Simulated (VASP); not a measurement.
# W (Im-3m) in VASP: notebook

Runs on W. Level: PBE. Tasks: single point, relaxation of cell and atoms.

All numbers are computed with VASP 6.6.1; they aren't measurements. Logs are shortened: lines on timing, memory, paths and dates and some standing lists are left out, and cuts for length are marked.

## (1) The cell of the first run

The structure is cubic, space group Im-3m (No. 229). Conventional cell: a = 3.184 Å, b = 3.184 Å, c = 3.184 Å, α = 90.00°, β = 90.00°, γ = 90.00°. W (site symmetry m-3m) has 14 W at 2.76 to 3.18 Å within 3.6 Å.

## (2) Single point, PBE

Input file INCAR:

```
SYSTEM = W
ALGO = Normal
EDIFF = 1E-7
ENCUT = 520
GGA = PE
ISIF = 2
ISMEAR = -1
LASPH = .True.
LCHARG = .True.
LELF = .True.
LREAL = .False.
LVHAR = .True.
LWAVE = .False.
NBANDS = 13
NELM = 60
PREC = Accurate
SIGMA = 0.1
```

Input file KPOINTS:

```
k-points
0
Gamma
  19 19 19
  0 0 0
```

Input file POSCAR:

```
W
1.0
   -1.5917658883      1.5917658883      1.5917658883
    1.5917658883     -1.5917658883      1.5917658883
    1.5917658883      1.5917658883     -1.5917658883
W
1
Direct
    0.0000000000      0.0000000000      0.0000000000
```

Potentials or basis: VASP PAW PBE potentials, release 64 (W_sv).

Launch:

```bash
$ cat potpaw_PBE.64/W_sv/POTCAR > POTCAR
$ mpirun -np 1 vasp_std > vasp.out
```

OUTCAR:

```text
SYSTEM = W
   EDIFF = 1E-7
   ENCUT = 520
   GGA = PE
   ISIF = 2
   ISMEAR = -1
   LASPH = .True.
   LREAL = .False.
   NELM = 60
   PREC = Accurate

 ion  position               nearest neighbor table
   1  0.000  0.000  0.000-

  LATTYP: Found a body centered cubic cell.
 ALAT       =     3.1835317766

  Lattice vectors:

 A1 = (  -1.5917658883,   1.5917658883,   1.5917658883)
 A2 = (   1.5917658883,  -1.5917658883,   1.5917658883)
 A3 = (   1.5917658883,   1.5917658883,  -1.5917658883)

Analysis of symmetry for initial positions (statically):
=====================================================================
 Subroutine PRICEL returns:
 Original cell was already a primitive cell.

 Routine SETGRP: Setting up the symmetry group for a
 body centered cubic supercell.

 Subroutine GETGRP returns: Found 48 space group operations
 (whereof 48 operations were pure point group operations)
 out of a pool of 48 trial point group operations.

The static configuration has the point symmetry O_h .

Analysis of symmetry for dynamics (positions and initial velocities):
=====================================================================
 Subroutine PRICEL returns:
 Original cell was already a primitive cell.

 Routine SETGRP: Setting up the symmetry group for a
 body centered cubic supercell.

 Subroutine GETGRP returns: Found 48 space group operations
 (whereof 48 operations were pure point group operations)
 out of a pool of 48 trial point group operations.

The dynamic configuration has the point symmetry O_h .

 Subroutine INISYM returns: Found 48 space group operations
 (whereof 48 operations are pure point group operations),
 and found     1 'primitive' translations

----------------------------------------------------------------------------------------

                                     Primitive cell

  volume of cell :      16.1323

  direct lattice vectors                    reciprocal lattice vectors
    -1.591765888  1.591765888  1.591765888     0.000000000  0.314116544  0.314116544
     1.591765888 -1.591765888  1.591765888     0.314116544  0.000000000  0.314116544
     1.591765888  1.591765888 -1.591765888     0.314116544  0.314116544  0.000000000

  length of vectors
     2.757019392  2.757019392  2.757019392     0.444227877  0.444227877  0.444227877

  position of ions in fractional coordinates (direct lattice)
     0.000000000  0.000000000  0.000000000

  ion indices of the primitive-cell ions
   primitive index   ion index
                 1           1

----------------------------------------------------------------------------------------

 KPOINTS: k-points

Automatic generation of k-mesh.
 Grid dimensions read from file:
 generate k-points for:   19   19   19

 Generating k-lattice:

  Cartesian coordinates                     Fractional coordinates (reciprocal lattice)
     0.000000000  0.016532450  0.016532450     0.052631579  0.000000000  0.000000000
     0.016532450  0.000000000  0.016532450     0.000000000  0.052631579  0.000000000
     0.016532450  0.016532450  0.000000000     0.000000000  0.000000000  0.052631579

  Length of vectors
     0.023380415  0.023380415  0.023380415

  Shift w.r.t. Gamma in fractional coordinates (k-lattice)
     0.000000000  0.000000000  0.000000000

 Subroutine IBZKPT returns following result:
 ===========================================

 Found    220 irreducible k-points:

 Following reciprocal coordinates:
            Coordinates               Weight
  0.000000  0.000000  0.000000      1.000000
  0.052632  0.000000  0.000000     12.000000
  0.105263  0.000000  0.000000     12.000000
  0.157895  0.000000  0.000000     12.000000
  0.210526  0.000000  0.000000     12.000000
  0.263158  0.000000  0.000000     12.000000
[... 16 lines left out ...]
  0.263158  0.105263  0.000000     48.000000
  0.315789  0.105263  0.000000     48.000000
 [... further k-points ...]
   k-points           NKPTS =    220   k-points in BZ     NKDIM =    220   number of bands    NBANDS=     13
   number of dos      NEDOS =    301   number of ions     NIONS =      1
   total plane-waves  NPLWV =  13824
   dimension x,y,z NGX =    24 NGY =   24 NGZ =   24
   dimension x,y,z NGXF=    48 NGYF=   48 NGZF=   48
   ions per type =               1
   NGX,Y,Z   is equivalent  to a cutoff of  14.47, 14.47, 14.47 a.u.
   NGXF,Y,Z  is equivalent  to a cutoff of  28.94, 28.94, 28.94 a.u.
 SYSTEM =  W
   PREC   = accura    normal or accurate (medium, high low for compatibility)
   ISTART =      0    job   : 0-new  1-cont  2-samecut
   ICHARG =      2    charge: 1-file 2-atom 10-const
   ISPIN  =      1    spin polarized calculation?
   LNONCOLLINEAR =      F non collinear calculations
   LSORBIT =      F    spin-orbit coupling
   LASPH  =      T    aspherical Exc in radial PAW
   ENCUT  =  520.0 eV  38.22 Ry    6.18 a.u.   5.13  5.13  5.13*2*pi/ulx,y,z
   NELM   =     60;   NELMIN=  2; NELMDL= -5     # of ELM steps
   EDIFF  = 0.1E-06   stopping-criterion for ELM
   LREAL  =      F    real-space projection
   EDIFFG = 0.1E-05   stopping-criterion for IOM
   NSW    =      0    number of steps for IOM
   IBRION =     -1    ionic relax: 0-MD 1-quasi-New 2-CG
   NFREE  =      0    steps in history (QN), initial steepest desc. (CG)
   ISIF   =      2    stress and relaxation
   ISYM   =      2    0-nonsym 1-usesym 2-fastsym
   POTIM  = 0.5000    time-step for ionic-motion
   TEBEG  =    0.0;   TEEND  =   0.0 temperature during run
   PSTRESS=    0.0 pullay stress
   NELECT =      14.0000    total number of electrons
   NUPDOWN=      -1.0000    fix difference up-down
   EMIN   =  10.00;   EMAX   =-10.00  energy-range for DOS
   EFERMI =   0.00;   METHOD = LEGACY
   ISMEAR =    -1;   SIGMA  =   0.10  broadening in eV -4-tet -1-fermi 0-gaus
   EFERMI_NEDOS =   21; number of points for ismear=-14 and -15
   IALGO  =     38    algorithm
   IMIX   =      4    mixing-type and parameters
     AMIX     =   0.40;   BMIX     =  1.00
     AMIX_MAG =   1.60;   BMIX_MAG =  1.00
  volume/ion in A,a.u.               =      16.13       108.87
  Fermi-wavevector in a.u.,A,eV,Ry     =   1.561535  2.950873 33.176320  2.438391
  Thomas-Fermi vector in A             =   2.664586
   LORBIT       =      0    0 simple, 1 ext, 2 COOP (PROOUT), +10 PAW based schemes
   GGA     = PE    functional components
   LHFCALC =     F    Hartree Fock is set to
   AEXX    =    0.0000 exact exchange contribution
   IVDW    =     0    specifies the selected vdW correction
   LEPSILON=     F    determine dielectric tensor
   LRPA    =     F    only Hartree local field effects (RPA)
 non-spin polarized calculation
  energy-cutoff  :      520.00
  volume of cell :       16.13
 maximum number of plane-waves:       448
 NGX is ok and might be reduce to    24

 number of electron      14.0000002 magnetization

 Free energy of the ion-electron system (eV)
  ---------------------------------------------------
  ext. energy  EPLUGINS =         0.00000000
  ---------------------------------------------------
  free energy    TOTEN  =       -12.96295912 eV

  energy without entropy =      -12.94848510  energy(sigma->0) =      -12.95572211

 E-fermi :  11.1636     XC(G=0): -13.5413

 val. band max:       11.1625690656   @ k =  -0.2105   0.2632   0.1053
 cond. band min:      11.1843110554   @ k =   0.4211   0.0526   0.0000
 fundamental gap:      0.0217419898
 Fermi energy:        11.1635976147

 k-point     1 :       0.0000    0.0000    0.0000
  band No.  band energies     occupation
      1     -63.0138      2.00000
      2     -26.6011      2.00000
      3     -26.6011      2.00000
      4     -26.6011      2.00000
      5       1.6513      2.00000
      6       9.9923      1.99998
      7       9.9923      1.99998
      8       9.9923      1.99998
      9      13.4120      0.00000
     10      13.4120      0.00000
     11      25.6677      0.00000
     12      25.6677      0.00000
     13      25.6677      0.00000

 k-point     2 :       0.0526    0.0000    0.0000
  band No.  band energies     occupation
      1     -63.0105      2.00000
      2     -26.6367      2.00000
      3     -26.6123      2.00000
      4     -26.6013      2.00000
      5       1.7831      2.00000
      6       9.9119      1.99999
      7       9.9748      1.99999
      8      10.1189      1.99994
      9      13.2821      0.00000
     10      13.4127      0.00000
     11      25.7807      0.00000
     12      25.8922      0.00000
     13      25.9904      0.00000

 k-point     3 :       0.1053    0.0000    0.0000
  band No.  band energies     occupation
      1     -63.0008      2.00000
      2     -26.7385      2.00000
      3     -26.6443      2.00000
      4     -26.6017      2.00000
      5       2.1659      2.00000
      6       9.6882      2.00000
      7       9.9004      1.99999
      8      10.4951      1.99750
      9      12.9928      0.00000
     10      13.4206      0.00000
     11      26.0696      0.00000
     12      26.5472      0.00000
     13      26.8274      0.00000
[... 305 lines left out ...]
 k-point    23 :       0.2632    0.1053    0.0000
  band No.  band energies     occupation
      1     -62.9218      2.00000
      2     -27.4781      2.00000
      3     -26.8997      2.00000
      4     -26.6524      2.00000
      5       5.1049      2.00000
      6       8.3096      2.00000
      7       9.1399      2.00000
      8      12.7468      0.00000
      9      14.0577      0.00000
     10      14.7080      0.00000
     11      24.6748      0.00000
     12      26.0926      0.00000
     13      30.5782      0.00000

 k-point    24 :       0.3158    0.1053    0.0000
  band No.  band energies     occupation
      1     -62.9056      2.00000
      2     -27.6162      2.00000
      3     -26.9639      2.00000
      4     -26.6546      2.00000
      5       5.3721      2.00000
      6       8.0638      2.00000
      7       9.6463      2.00000
      8      13.0285      0.00000
      9      14.1814      0.00000
     10      15.9275      0.00000
     11      23.4978      0.00000
     12      24.7687      0.00000
     13      29.3184      0.00000

 [... further k-points ...]

------------------------ aborting loop because EDIFF is reached ----------------------------------------

  FORCE on cell =-STRESS in cart. coord.  units (eV):
  Direction    XX          YY          ZZ          XY          YZ          ZX
  --------------------------------------------------------------------------------------
  -------------------------------------------------------------------------------------
  Total        0.0510520      0.0510520      0.0510520      0.0000000      0.0000000      0.0000000
  in kB        5.0702106      5.0702106      5.0702106      0.0000000      0.0000000      0.0000000
  external PRESSURE =       5.0702106 kB  Pullay stress =       0.0000000 kB

 VOLUME and BASIS-vectors are now :
 -----------------------------------------------------------------------------
  energy-cutoff  :      520.00
  volume of cell :       16.13
      direct lattice vectors                 reciprocal lattice vectors
    -1.591765888  1.591765888  1.591765888     0.000000000  0.314116544  0.314116544
     1.591765888 -1.591765888  1.591765888     0.314116544  0.000000000  0.314116544
     1.591765888  1.591765888 -1.591765888     0.314116544  0.314116544  0.000000000

 POSITION                                       TOTAL-FORCE (eV/Angst)
 -----------------------------------------------------------------------------------
      0.00000      0.00000      0.00000         0.000000     -0.000000     -0.000000
 -----------------------------------------------------------------------------------
    total drift:                               -0.000000      0.000000      0.000000

  FREE ENERGIE OF THE ION-ELECTRON SYSTEM (eV)
  ---------------------------------------------------
  free  energy   TOTEN  =       -12.9629591248 eV

  energy  without entropy=      -12.9484850995  energy(sigma->0) =      -12.95572211
```

Run time: 24 s. Hardware: 1 thread of AMD EPYC 9R45 (Zen 5), shared host; peak memory 0.14 GiB.

Results:

* Free energy: -12.9630 eV
* Pressure: 0.5 GPa
* Band gap on the k mesh: zero (bands 7 and 8 overlap by 5.91 eV)

Levels at points of the mesh, in eV from the Fermi level:
| k point | band 4 | band 5 | band 6 | band 7 | band 8 | band 9 | band 10 | band 11 |
| --- | --- | --- | --- | --- | --- | --- | --- | --- |
| (0.00, 0.00, 0.00) | -37.76 | -9.51 | -1.17 | -1.17 | -1.17 | 2.25 | 2.25 | 14.50 |

Caveat: spin-orbit coupling is left out, which moves the levels of the heavy elements.

## (3) Single point, PBE

This run uses another cell than the first one: it holds 2 atoms, not 1.

Input file INCAR:

```
  PREC = Accurate
  ENCUT = 520
  EDIFF = 1E-6
  ISMEAR = -1
  SIGMA = 0.1
  LREAL = False
  LASPH = True
  NELM = 80
  ALGO = Normal
  ISIF = 2
  LWAVE = False
  LCHARG = False
  GGA = PE
  NBANDS = 21
```

Input file KPOINTS:

```
Automatic mesh
0
Gamma
  13 13 7
```

Input file POSCAR:

```
W
1.0
   -1.5917658883      1.5917658883      1.5917658883
    1.5917658883     -1.5917658883      1.5917658883
    3.1835317766      3.1835317766      0.0000000000
W
2
Direct
    0.0000000000      0.0000000000      0.0000000000
    0.5000000000      0.5000000000      0.5000000000
```

Potentials or basis: VASP PAW PBE potentials, release 64 (W_sv).

Launch:

```bash
$ cat potpaw_PBE.64/W_sv/POTCAR > POTCAR
$ mpirun -np 1 vasp_std > vasp.out
```

Wall time 54 s (1 thread of AMD EPYC 9R45 (Zen 5), shared host); peak memory 0.2 GiB.

Results (log left out):

```yaml
Free_energy: -25.9341 eV
Pressure: 0.4 GPa
Band_gap_on_the_k_mesh: zero (bands 14 and 15 overlap by 3.14 eV)
```

Levels at points of the mesh, in eV from the Fermi level:
| k point | band 10 | band 11 | band 12 | band 13 | band 14 | band 15 | band 16 | band 17 | band 18 | band 19 |
| --- | --- | --- | --- | --- | --- | --- | --- | --- | --- | --- |
| (0.00, 0.00, 0.00) | -6.16 | -3.48 | -1.20 | -1.20 | -1.20 | 0.62 | 2.10 | 2.22 | 2.22 | 3.06 |

Caveat: spin-orbit coupling is left out, which moves the levels of the heavy elements.

(Part 1 of 2 ends here.)
